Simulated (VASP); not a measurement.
Runs of VASP 6.6.1 on AlP. The structure is that of space group F-43m (No. 216), or close to it. The cells are those of the table. 

| level | cell | gap on the mesh (eV) | pressure (GPa) |
| --- | --- | --- | --- |
| PBE+D3(BJ) | a = 3.854 Å, angles 60.0°, 2 atoms | (a) | 0.0 |
| RPBE | a = 3.867 Å, angles 60.0°, 2 atoms | 1.67 | 3.2 |
| RPBE | a = 3.892 Å, angles 60.0°, 2 atoms | (b) | 1.5 |
| PBE+D3(BJ) | a = 3.885 Å, angles 60.0°, 2 atoms | 1.62 | -2.0 |

Alike in all rows: task single point; potentials or basis VASP PAW PBE potentials, release 64 (Al, P); no spin polarisation; k mesh 8 × 8 × 8; cutoff (eV) 500; smearing gaussian 0.05 eV.

Q: Estimate the missing entries.

A: (a) 1.57; (b) 1.71.

Caveats: the PAW data sets were made with another functional, which shifts forces and pressure a little (some runs); three body term missing (some runs).

A k mesh can miss the band edges.
